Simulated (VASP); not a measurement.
# K in VASP: a series of runs

The runs below take K through single point, with PBEsol.

Everything below comes from runs of VASP 6.6.1. Logs are shortened: lines on timing, memory, paths and dates and some standing lists are left out, and cuts for length are marked.

## Step 1: The cell of the first run

The structure is tetragonal, space group I4/mmm (No. 139). The conventional cell has a = 4.639 Å, b = 4.639 Å, c = 6.599 Å, α = 90.00°, β = 90.00°, γ = 90.00°.

This isn't the form of K at room conditions, which is bcc.

## Step 2: Single point, PBEsol

File INCAR:

```
SYSTEM = K
  ALGO = Fast
  EDIFF = 1E-6
  ENCUT = 520
  GGA = PS
  ISIF = 2
  ISMEAR = 0
  LASPH = .True.
  LCHARG = .False.
  LREAL = .False.
  LWAVE = .False.
  NBANDS = 10
  NELM = 60
  PREC = Accurate
  SIGMA = 0.1
```

File KPOINTS:

```
k-points
0
Gamma
  16 16 16
  0 0 0
```

File POSCAR:

```
K
1.0
   -2.3196247646      2.3196247646      3.2993629193
    2.3196247646     -2.3196247646      3.2993629193
    2.3196247646      2.3196247646     -3.2993629193
K
1
Direct
    0.0000000000      0.0000000000      0.0000000000
```

Potentials or basis: VASP PAW PBE potentials, release 64 (K_sv).

Command:

```console
> cat potpaw_PBE.64/K_sv/POTCAR > POTCAR
> mpirun -np 1 vasp_std > vasp.out
```

OUTCAR:

```text
SYSTEM = K
   EDIFF = 1E-6
   ENCUT = 520
   GGA = PS
   ISIF = 2
   ISMEAR = 0
   LASPH = .True.
   LREAL = .False.
   NELM = 60
   PREC = Accurate

 ion  position               nearest neighbor table
   1  0.000  0.000  0.000-

  LATTYP: Found a body centered tetragonal cell.
 ALAT       =     4.6392495292
 C/A-ratio  =     1.4223692425

  Lattice vectors:

 A1 = (  -2.3196247646,   2.3196247646,   3.2993629193)
 A2 = (   2.3196247646,  -2.3196247646,   3.2993629193)
 A3 = (   2.3196247646,   2.3196247646,  -3.2993629193)

Analysis of symmetry for initial positions (statically):
=====================================================================
 Subroutine PRICEL returns:
 Original cell was already a primitive cell.

 Routine SETGRP: Setting up the symmetry group for a
 body centered tetragonal supercell.

 Subroutine GETGRP returns: Found 16 space group operations
 (whereof 16 operations were pure point group operations)
 out of a pool of 16 trial point group operations.

The static configuration has the point symmetry D_4h.

Analysis of symmetry for dynamics (positions and initial velocities):
=====================================================================
 Subroutine PRICEL returns:
 Original cell was already a primitive cell.

 Routine SETGRP: Setting up the symmetry group for a
 body centered tetragonal supercell.

 Subroutine GETGRP returns: Found 16 space group operations
 (whereof 16 operations were pure point group operations)
 out of a pool of 16 trial point group operations.

The dynamic configuration has the point symmetry D_4h.

 Subroutine INISYM returns: Found 16 space group operations
 (whereof 16 operations are pure point group operations),
 and found     1 'primitive' translations

----------------------------------------------------------------------------------------

                                     Primitive cell

  volume of cell :      71.0110

  direct lattice vectors                    reciprocal lattice vectors
    -2.319624765  2.319624765  3.299362919     0.000000000  0.215552105  0.151544408
     2.319624765 -2.319624765  3.299362919     0.215552105  0.000000000  0.151544408
     2.319624765  2.319624765 -3.299362919     0.215552105  0.215552105  0.000000000

  length of vectors
     4.652645889  4.652645889  4.652645889     0.263492727  0.263492727  0.304836710

  position of ions in fractional coordinates (direct lattice)
     0.000000000  0.000000000  0.000000000

  ion indices of the primitive-cell ions
   primitive index   ion index
                 1           1

----------------------------------------------------------------------------------------

 KPOINTS: k-points

Automatic generation of k-mesh.
 Grid dimensions read from file:
 generate k-points for:   16   16   16

 Generating k-lattice:

  Cartesian coordinates                     Fractional coordinates (reciprocal lattice)
     0.000000000  0.013472007  0.009471525     0.062500000  0.000000000  0.000000000
     0.013472007  0.000000000  0.009471525     0.000000000  0.062500000  0.000000000
     0.013472007  0.013472007  0.000000000     0.000000000  0.000000000  0.062500000

  Length of vectors
     0.016468295  0.016468295  0.019052294

  Shift w.r.t. Gamma in fractional coordinates (k-lattice)
     0.000000000  0.000000000  0.000000000

 Subroutine IBZKPT returns following result:
 ===========================================

 Found    349 irreducible k-points:

 Following reciprocal coordinates:
            Coordinates               Weight
  0.000000  0.000000  0.000000      1.000000
  0.062500  0.000000  0.000000      8.000000
  0.125000  0.000000  0.000000      8.000000
  0.187500  0.000000  0.000000      8.000000
  0.250000  0.000000  0.000000      8.000000
  0.312500  0.000000  0.000000      8.000000
[... 16 lines left out ...]
 -0.125000  0.062500  0.000000     16.000000
 -0.062500  0.062500  0.000000      4.000000
 [... further k-points ...]
   k-points           NKPTS =    349   k-points in BZ     NKDIM =    349   number of bands    NBANDS=     10
   number of dos      NEDOS =    301   number of ions     NIONS =      1
   total plane-waves  NPLWV =  46656
   dimension x,y,z NGX =    36 NGY =   36 NGZ =   36
   dimension x,y,z NGXF=    72 NGYF=   72 NGZF=   72
   ions per type =               1
   NGX,Y,Z   is equivalent  to a cutoff of  12.86, 12.86, 12.86 a.u.
   NGXF,Y,Z  is equivalent  to a cutoff of  25.73, 25.73, 25.73 a.u.
 SYSTEM =  K
   PREC   = accura    normal or accurate (medium, high low for compatibility)
   ISTART =      0    job   : 0-new  1-cont  2-samecut
   ICHARG =      2    charge: 1-file 2-atom 10-const
   ISPIN  =      1    spin polarized calculation?
   LNONCOLLINEAR =      F non collinear calculations
   LSORBIT =      F    spin-orbit coupling
   LASPH  =      T    aspherical Exc in radial PAW
   ENCUT  =  520.0 eV  38.22 Ry    6.18 a.u.   8.65  8.65  8.65*2*pi/ulx,y,z
   NELM   =     60;   NELMIN=  2; NELMDL= -5     # of ELM steps
   EDIFF  = 0.1E-05   stopping-criterion for ELM
   LREAL  =      F    real-space projection
   EDIFFG = 0.1E-04   stopping-criterion for IOM
   NSW    =      0    number of steps for IOM
   IBRION =     -1    ionic relax: 0-MD 1-quasi-New 2-CG
   NFREE  =      0    steps in history (QN), initial steepest desc. (CG)
   ISIF   =      2    stress and relaxation
   ISYM   =      2    0-nonsym 1-usesym 2-fastsym
   POTIM  = 0.5000    time-step for ionic-motion
   TEBEG  =    0.0;   TEEND  =   0.0 temperature during run
   PSTRESS=    0.0 pullay stress
   NELECT =       9.0000    total number of electrons
   NUPDOWN=      -1.0000    fix difference up-down
   EMIN   =  10.00;   EMAX   =-10.00  energy-range for DOS
   EFERMI =   0.00;   METHOD = LEGACY
   ISMEAR =     0;   SIGMA  =   0.10  broadening in eV -4-tet -1-fermi 0-gaus
   EFERMI_NEDOS =   21; number of points for ismear=-14 and -15
   IALGO  =     68    algorithm
   IMIX   =      4    mixing-type and parameters
     AMIX     =   0.40;   BMIX     =  1.00
     AMIX_MAG =   1.60;   BMIX_MAG =  1.00
  volume/ion in A,a.u.               =      71.01       479.21
  Fermi-wavevector in a.u.,A,eV,Ry     =   0.822332  1.553982  9.200665  0.676230
  Thomas-Fermi vector in A             =   1.933648
   LORBIT       =      0    0 simple, 1 ext, 2 COOP (PROOUT), +10 PAW based schemes
   GGA     = PS    functional components
   LHFCALC =     F    Hartree Fock is set to
   AEXX    =    0.0000 exact exchange contribution
   IVDW    =     0    specifies the selected vdW correction
   LEPSILON=     F    determine dielectric tensor
   LRPA    =     F    only Hartree local field effects (RPA)
 non-spin polarized calculation
 RMM-DIIS sequential band-by-band and
 Gauss-broadening in eV      SIGMA  =   0.10
  energy-cutoff  :      520.00
  volume of cell :       71.01
 maximum number of plane-waves:      1930
   NGX = 17   NGY = 17   NGZ = 17

 number of electron       9.0000000 magnetization

 Free energy of the ion-electron system (eV)
  ---------------------------------------------------
  ext. energy  EPLUGINS =         0.00000000
  ---------------------------------------------------
  free energy    TOTEN  =        -1.13585699 eV

  energy without entropy =       -1.13239041  energy(sigma->0) =       -1.13412370

 E-fermi :  -0.0808     XC(G=0):  -5.7843

 val. band max:       -0.0892159977   @ k =  -0.2500   0.4375   0.0625
 cond. band min:      -0.0500675502   @ k =  -0.3750  -0.3750   0.2500
 fundamental gap:      0.0391484476
 Fermi energy:        -0.0808392287

 k-point     1 :       0.0000    0.0000    0.0000
  band No.  band energies     occupation
      1     -32.0588      2.00000
      2     -15.5670      2.00000
      3     -15.5669      2.00000
      4     -15.5669      2.00000
      5      -2.3011      2.00000
      6       4.1411      0.00000
      7       4.1614      0.00000
      8       4.1614      0.00000
      9       5.4228      0.00000
     10       5.4618      0.00000

 k-point     2 :       0.0625    0.0000    0.0000
  band No.  band energies     occupation
      1     -32.0586      2.00000
      2     -15.5699      2.00000
      3     -15.5674      2.00000
      4     -15.5673      2.00000
      5      -2.2537      2.00000
      6       4.0173      0.00000
      7       4.1678      0.00000
      8       4.1814      0.00000
      9       5.3766      0.00000
     10       5.4142      0.00000

 k-point     3 :       0.1250    0.0000    0.0000
  band No.  band energies     occupation
      1     -32.0581      2.00000
      2     -15.5783      2.00000
      3     -15.5685      2.00000
      4     -15.5684      2.00000
      5      -2.1127      2.00000
      6       3.6679      0.00000
      7       4.2126      0.00000
      8       4.2288      0.00000
      9       5.2784      0.00000
     10       5.3115      0.00000

 k-point     4 :       0.1875    0.0000    0.0000
  band No.  band energies     occupation
      1     -32.0574      2.00000
      2     -15.5909      2.00000
      3     -15.5703      2.00000
      4     -15.5701      2.00000
      5      -1.8818      2.00000
      6       3.2005      0.00000
      7       4.2402      0.00000
      8       4.2616      0.00000
      9       5.2238      0.00000
     10       5.2501      0.00000
[... 222 lines left out ...]
 k-point    22 :      -0.1875    0.0625    0.0000
  band No.  band energies     occupation
      1     -32.0575      2.00000
      2     -15.5872      2.00000
      3     -15.5713      2.00000
      4     -15.5699      2.00000
      5      -1.9267      2.00000
      6       3.3478      0.00000
      7       4.2030      0.00000
      8       4.2464      0.00000
      9       4.9866      0.00000
     10       5.4289      0.00000

 k-point    23 :      -0.1250    0.0625    0.0000
  band No.  band energies     occupation
      1     -32.0582      2.00000
      2     -15.5761      2.00000
      3     -15.5694      2.00000
      4     -15.5687      2.00000
      5      -2.1278      2.00000
      6       3.7603      0.00000
      7       4.1780      0.00000
      8       4.2070      0.00000
      9       5.1196      0.00000
     10       5.4513      0.00000

 k-point    24 :      -0.0625    0.0625    0.0000
  band No.  band energies     occupation
      1     -32.0586      2.00000
      2     -15.5698      2.00000
      3     -15.5680      2.00000
      4     -15.5680      2.00000
      5      -2.2377      2.00000
      6       4.0188      0.00000
      7       4.1496      0.00000
      8       4.1686      0.00000
      9       5.2932      0.00000
     10       5.4603      0.00000

 [... further k-points ...]

------------------------ aborting loop because EDIFF is reached ----------------------------------------

  FORCE on cell =-STRESS in cart. coord.  units (eV):
  Direction    XX          YY          ZZ          XY          YZ          ZX
  --------------------------------------------------------------------------------------
  -------------------------------------------------------------------------------------
  Total       -0.0015520     -0.0015520     -0.0045578      0.0000000      0.0000000      0.0000000
  in kB       -0.0350174     -0.0350174     -0.1028358      0.0000000      0.0000000      0.0000000
  external PRESSURE =      -0.0576235 kB  Pullay stress =       0.0000000 kB

 VOLUME and BASIS-vectors are now :
 -----------------------------------------------------------------------------
  energy-cutoff  :      520.00
  volume of cell :       71.01
      direct lattice vectors                 reciprocal lattice vectors
    -2.319624765  2.319624765  3.299362919     0.000000000  0.215552105  0.151544408
     2.319624765 -2.319624765  3.299362919     0.215552105  0.000000000  0.151544408
     2.319624765  2.319624765 -3.299362919     0.215552105  0.215552105  0.000000000

 POSITION                                       TOTAL-FORCE (eV/Angst)
 -----------------------------------------------------------------------------------
      0.00000      0.00000      0.00000        -0.000000     -0.000000      0.000000
 -----------------------------------------------------------------------------------
    total drift:                               -0.000000     -0.000000      0.000000

  FREE ENERGIE OF THE ION-ELECTRON SYSTEM (eV)
  ---------------------------------------------------
  free  energy   TOTEN  =        -1.1358569867 eV

  energy  without entropy=       -1.1323904069  energy(sigma->0) =       -1.13412370
```

It took 5.8 min on 1 thread of Oxide Virtual Turin-like, shared host; peak memory 0.34 GiB.

Results:

* Free energy: -1.1359 eV
* Pressure: 0.0 GPa
* Band gap on the k mesh: zero (an odd number of electrons rules out a gap without spin polarisation)

Caveat: the PAW data sets were made with another functional, which shifts forces and pressure a little.

## Step 3: Single point, PBEsol

This run uses another cell than the first one: it holds 2 atoms, not 1.

File INCAR:

```
SYSTEM = K
PREC = Accurate
ENCUT = 520
EDIFF = 1E-6
ISMEAR = 0
SIGMA = 0.1
LREAL = .False.
LASPH = .True.
NELM = 80
ALGO = Fast
ISIF = 2
LWAVE = .False.
LCHARG = .False.
GGA = PS
NBANDS = 16
```

File KPOINTS:

```
regular mesh
0
Gamma
  12 12 12
  0 0 0
```

File POSCAR:

```
K
1.0
    2.3284360937      1.3443232055      7.5666150268
   -2.3284360937      1.3443232055      7.5666150268
    0.0000000000     -2.6886464110      7.5666150268
K
2
Direct
    0.2499996981      0.2499996981      0.2499996981
    0.7500003019      0.7500003019      0.7500003019
```

Potentials or basis: VASP PAW PBE potentials, release 64 (K_sv).

Command:

```console
> cat potpaw_PBE.64/K_sv/POTCAR > POTCAR
> mpirun -np 1 vasp_std > vasp.out
```

It took 30 min on 1 thread of Oxide Virtual Turin-like, shared host; peak memory 0.67 GiB.

The run converged. Its results:

```
Free energy            : -2.2719 eV
Pressure               : 0.0 GPa
Band gap on the k mesh : zero (bands 9 and 10 overlap by 2.35 eV)
```

Levels at points of the mesh, in eV from the Fermi level:
```
           k point  band 7  band 8  band 9  band 10  band 11  band 12
(0.00, 0.00, 0.00)  -15.47  -15.47   -2.21     0.34     0.58     4.02
(0.50, 0.00, 0.00)  -15.49  -15.49    0.25     0.25     1.61     1.61
(0.50, 0.50, 0.00)  -15.48  -15.48    0.32     0.56     0.90     1.42
(0.50, 0.50, 0.50)  -15.48  -15.48   -1.47    -1.47     2.79     2.79
```

Caveat: the PAW data sets were made with another functional, which shifts forces and pressure a little.

The gap in the log of VASP goes by the Fermi energy; the results here count the filled bands.